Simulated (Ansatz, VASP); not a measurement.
Zn3O2: VASP beside Ansatz

```xyz
5
Lattice="1.5211 0.8782 7.1330 -1.5211 0.8782 7.1330 0.0000 -1.7565 7.1330" Properties=species:S:1:pos:R:3 pbc="T T T"
Zn    0.0000    0.0000    0.0000
Zn    0.0000    0.0000    4.5775
Zn    0.0000    0.0000   16.8215
O     0.0000    0.0000    8.3841
O     0.0000    0.0000   13.0149
```

Alike in both runs: functional PBE; k mesh 12 × 12 × 12; occupations gaussian, width 0.1 eV; no spin polarisation.

Ansatz relaxed the structure, and its values are those at the end. VASP's run is a single point on that final structure, the one shown.

|  | VASP | Ansatz |
| --- | --- | --- |
| version | VASP 6.6.1 | Ansatz 0.2.0 |
| potentials or method | VASP PAW PBE potentials, release 64 (Zn, O), cutoff 520 eV | scalar-relativistic, plane waves, PAW |
| valence electrons in the cell | 48 | 48 |

Ansatz gave:

- gap on the k mesh at the Fermi level (eV): none
- pressure (GPa): 0.0
- rms of the force components (eV/Å): 0.004

**Question.** Estimate VASP's values.

**Answer.** gap on the k mesh at the Fermi level (eV): none; pressure (GPa): 0.6; rms of the force components (eV/Å): 0.016.

A gap of «none» marks a metal or a gap that the smearing closes.
